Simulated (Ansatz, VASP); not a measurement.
## One calculation of TaS2, two programs

INCAR

```
SYSTEM = TaS2
PREC = Accurate
ENCUT = 500
EDIFF = 1E-6
ISMEAR = 0
SIGMA = 0.1
LREAL = .False.
LASPH = .True.
NELM = 120
ALGO = Normal
ISIF = 2
LWAVE = .False.
LCHARG = .False.
GGA = PE
NBANDS = 18
GGA_COMPAT = .False.
```

File KPOINTS:

```
regular mesh
0
Gamma
  3 3 2
  0 0 0
```

File POSCAR:

```
TaS2
1.0
    3.3828573416      0.0000000000      0.0000000000
   -1.6914286708      2.9296403952      0.0000000000
    0.0000000000      0.0000000000      6.1679785700
Ta S
1 2
Direct
    0.0000000000      0.0000000000      0.0000000000
    0.6666666667      0.3333333333      0.7542821200
    0.3333333333      0.6666666667      0.2457178800
```

Input for Ansatz:

```yaml
crystal:
  lattice:
    - [3.3828573416, 0.0, 0.0]
    - [-1.6914286708, 2.9296403952, 0.0]
    - [0.0, 0.0, 6.16797857]
  atoms:
    - { symbol: Ta, position: [0.0, 0.0, 0.0] }
    - { symbol: S, position: [0.6666666667, 0.3333333333, 0.75428212] }
    - { symbol: S, position: [0.3333333333, 0.6666666667, 0.24571788] }
basis:
  ecutwfc: 420
kpoints:
  mp_grid: { grid: [3, 3, 2] }
hamiltonian:
  xc: pbe
scf:
  occupations: { method: gaussian, width: 0.1 }
  mixing: { beta: 0.62, preconditioner: kerker }
  initial_density: { chi_scale: 0, normalization: atom }
  max_iter: 96
output:
  forces: true
  stress: true
  eigenvalues: true
```

Alike in both runs: task single point; functional PBE; k mesh 3 × 3 × 2; occupations gaussian, width 0.1 eV; no spin polarisation.

|  | VASP | Ansatz |
| --- | --- | --- |
| version | VASP 6.6.1 | Ansatz 0.2.0 |
| potentials or method | VASP PAW PBE potentials, release 64 (Ta_pv, S), cutoff 500 eV | scalar-relativistic, plane waves, PAW |
| valence electrons in the cell | 23 | 25 |

Ansatz gave:

- gap on the k mesh at the Fermi level (eV): none
- pressure (GPa): 2.0
- traceless stress, the component that is largest in VASP (GPa): 0.09
- rms of the force components (eV/Å): 0.036

Problem. What did VASP give for the same quantities?

Solution. gap on the k mesh at the Fermi level (eV): none; pressure (GPa): 1.9; traceless stress, the component that is largest in VASP (GPa): 0.25; rms of the force components (eV/Å): 0.043.

Atom by atom the forces differ by 0.007 eV/Å (rms over components). A gap of «none» marks a metal or a gap that the smearing closes. With one functional, cell and mesh, what is left measures potentials, basis and numerics. VASP's potentials hold 23 valence electrons a cell and Ansatz's 25, so a difference there can come from the potentials and not from the codes.

The k mesh is coarse, so the values compare programs but aren't converged. Spin-orbit coupling is off throughout.
